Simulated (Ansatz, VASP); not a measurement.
**P in VASP and in Ansatz**

The input INCAR:

```
ALGO = Normal
EDIFF = 1E-7
ENCUT = 520
GGA = PS
ISIF = 2
ISMEAR = 0
IVDW = 12
LASPH = T
LCHARG = F
LREAL = F
LWAVE = F
NBANDS = 8
NELM = 100
PREC = Accurate
SIGMA = 0.15
```

The input KPOINTS:

```
k-points
0
Gamma
  12 12 12
```

Contents of POSCAR:

```
P
1.0
    3.9150932022      0.0000000000      0.0000000000
    0.0000000000      3.9150932022      0.0000000000
    0.0000000000      0.0000000000      5.2148040255
P
1
Direct
    0.0000000000      0.0000000000      0.0000000000
```

Input for Ansatz:

```yaml
crystal:
  lattice:
    - [3.9150932022, 0.0, 0.0]
    - [0.0, 3.9150932022, 0.0]
    - [0.0, 0.0, 5.2148040255]
  atoms:
    - { symbol: P, position: [0.0, 0.0, 0.0] }
basis:
  ecutwfc: 420
kpoints:
  mp_grid: { grid: [12, 12, 12] }
hamiltonian:
  xc: pbesol
  dispersion: d3bj
scf:
  occupations: { method: gaussian, width: 0.15 }
output:
  forces: true
  stress: true
  eigenvalues: true
```

Alike in both runs: task single point; functional PBEsol; dispersion D3(BJ); k mesh 12 × 12 × 12; occupations gaussian, width 0.15 eV; no spin polarisation.

|  | VASP | Ansatz |
| --- | --- | --- |
| version | VASP 6.6.1 | Ansatz 0.2.0 |
| potentials or method | VASP PAW PBE potentials, release 64 (P), cutoff 520 eV | scalar-relativistic, plane waves, PAW |
| valence electrons in the cell | 5 | 5 |

|  | VASP | Ansatz | Ansatz less VASP |
| --- | --- | --- | --- |
| gap on the k mesh at the Fermi level (eV) | none | none | - |
| pressure (GPa) | -4.3 | -4.3 | +0.01 |
| traceless stress, the component that is largest in VASP (GPa) | 3.38 | 3.38 | -0.001 |

VASP's potentials were made for PBE, not for PBEsol. A gap of «none» marks a metal or a gap that the smearing closes.
